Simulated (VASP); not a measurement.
Here is a VASP 6.6.1 calculation.

The input INCAR:

```
PREC     = Accurate       # precision mode
ENCUT    = 570            # plane-wave cutoff, eV
EDIFF    = 1E-6           # SCF threshold, eV
ISMEAR   = 0              # smearing method
SIGMA    = 0.1            # smearing width, eV
LREAL    = False          # projectors in reciprocal space
LASPH    = True           # aspherical terms in the spheres
NELM     = 120            # most SCF steps
ALGO     = Normal         # electronic algorithm
ISIF     = 2              # what is computed and relaxed
LWAVE    = False          # write WAVECAR
LCHARG   = False          # write CHGCAR
GGA      = PE             # functional
NBANDS   = 26             # bands
GGA_COMPAT= False
```

File KPOINTS:

```
Automatic mesh
0
Gamma
  12 12 16
```

POSCAR

```
B5Pt
1.0
    5.1410958864      0.0000000000      0.0000000000
   -2.5705479432      4.4523196409      0.0000000000
    0.0000000000      0.0000000000      2.3466697711
B Pt
5 1
Direct
    0.6666666667      0.3333333333      0.5000000000
    0.3754906520      0.0000000000      0.0000000000
    0.6245093480      0.6245093480      0.0000000000
    0.0000000000      0.3754906520      0.0000000000
    0.3333333333      0.6666666667      0.5000000000
    0.0000000000      0.0000000000      0.5000000000
```

Potentials or basis: VASP PAW PBE potentials, release 64 (B, Pt_sv_GW).

The run is started by

```bash
$ cat potpaw_PBE.64/B/POTCAR potpaw_PBE.64/Pt_sv_GW/POTCAR > POTCAR
$ mpirun -np 1 vasp_std > vasp.out
```

Estimate the largest force.

0.004 eV/Å.

What does it give for the pressure?

-0.5 GPa.

Forces on the atoms (eV/Å):
```
B    0.000  0.000  0.000
B    0.004  0.000  0.000
B   -0.002 -0.003  0.000
B   -0.002  0.003  0.000
B    0.000  0.000  0.000
Pt   0.000  0.000  0.000
```

Caveat: an odd number of electrons without spin polarisation forces a metal; a magnetic or distorted state may lie lower.
